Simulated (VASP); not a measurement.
Si: single point with LDA

Si:

```xyz
1
Lattice="2.6205 0.0000 0.0000 -1.3103 2.2695 0.0000 0.0000 0.0000 2.4417" Properties=species:S:1:pos:R:3 pbc="T T T"
Si    0.0000    0.0000    0.0000
```

This cell differs from its parent crystal: strain -0.0100 x Voigt [0, 0, 1, 0, 0, 0].

- Program: VASP 6.6.1
- Task: single point
- Functional: LDA
- Potentials or basis: VASP PAW LDA potentials, release 64 (Si)
- Cutoff: 520 eV
- k mesh: 24 × 24 × 20
- Occupations: gaussian, width 0.15 eV
- Spin: no spin polarisation
- Dipole correction: no
- Further INCAR settings: ALGO = Normal; EDIFF = 1e-07; NBANDS = 8

```yaml
Pressure: 0.5 GPa
Band_gap_on_the_k_mesh: zero (bands 2 and 3 overlap by 12.26 eV)
```

Stress tensor (GPa, compression positive):
```
-0.20  0.00  0.00
 0.00 -0.20  0.00
 0.00  0.00  1.95
```

Levels at points of the mesh, in eV from the Fermi level:
| k point | band 1 | band 2 | band 3 | band 4 | band 5 | band 6 |
| --- | --- | --- | --- | --- | --- | --- |
| (0.00, 0.00, 0.00) | -14.21 | 7.60 | 8.28 | 10.10 | 10.10 | 12.15 |
| (0.50, 0.00, 0.00) | -7.76 | -6.88 | 4.98 | 6.43 | 13.06 | 15.42 |
| (0.00, 0.00, 0.50) | -9.16 | -7.27 | 13.79 | 13.79 | 14.99 | 14.99 |
| (0.50, 0.00, 0.50) | -2.88 | -2.22 | -1.86 | 1.43 | 8.74 | 12.30 |

Wall time 62 s on 1 thread of Intel Xeon 8259CL, with other jobs on the host, peak memory 0.17 GiB.

Caveat: the cell differs from its parent crystal (strain -0.0100 x Voigt [0, 0, 1, 0, 0, 0]).
